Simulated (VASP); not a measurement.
# SnO: single point with LDA

The system is SnO.

```
Sn O
1.0
     3.65280    0.00000    0.00000
     0.00000    3.65280    0.00000
     0.00000    0.00000    4.77260
Sn O
2 2
Cartesian
  0.0000 1.8264 1.1721
  1.8264 0.0000 3.6005
  0.0000 0.0000 0.0000
  1.8264 1.8264 0.0000
```

```yaml
Program: VASP 6.6.1
Task: single point
Functional: LDA
Potentials_or_basis: VASP PAW LDA potentials, release 64 (Sn_d, O_h)
Cutoff: 1340 eV
k_mesh: 10 × 10 × 8
Occupations: gaussian, width 0.15 eV
Spin: no spin polarisation
Dipole_correction: no
Further_INCAR_settings: ALGO = Normal; EDIFF = 1e-06; NBANDS = 28
```

The pressure is 5.6 GPa and the largest force is 0.446 eV/Å. The band gap on the k mesh is zero (bands 20 and 21 overlap by 0.65 eV).

Forces in eV/Å, atoms in the order of the input:
```
Sn   0.000  0.000  0.446
Sn   0.000  0.000 -0.446
O    0.000  0.000  0.000
O    0.000  0.000  0.000
```

Stress tensor (GPa, compression positive):
```
7.50 0.00 0.00
0.00 7.50 0.00
0.00 0.00 1.71
```

Levels at points of the mesh, in eV from the Fermi level:
```tsv
k point	band 17	band 18	band 19	band 20	band 21	band 22	band 23	band 24
(0.00, 0.00, 0.00)	-4.11	-3.55	-3.55	0.14	2.46	4.20	4.52	4.52
(0.50, 0.00, 0.00)	-5.46	-5.46	-3.41	-3.41	3.11	3.11	5.97	5.97
(0.50, 0.50, 0.00)	-2.84	-2.84	-2.26	-2.26	-0.51	-0.51	3.98	3.98
(0.00, 0.00, 0.50)	-3.57	-3.57	-3.04	-2.98	1.76	2.61	2.61	3.87
(0.50, 0.00, 0.50)	-5.42	-5.42	-2.23	-2.23	2.44	2.44	5.42	5.42
(0.50, 0.50, 0.50)	-3.14	-3.14	-2.85	-2.85	1.85	1.85	3.97	3.97
```

Run time: 9.3 min on 1 thread of AMD EPYC 9R45 96-Core Processor (Zen 5), with other jobs on the host, peak memory 0.7 GiB.

Caveat: the stress differs along the axes, from 2 to 8 GPa; semilocal functionals underestimate gaps, and a narrow one can read as zero; spin-orbit coupling is left out, which moves the levels of the heavy elements.
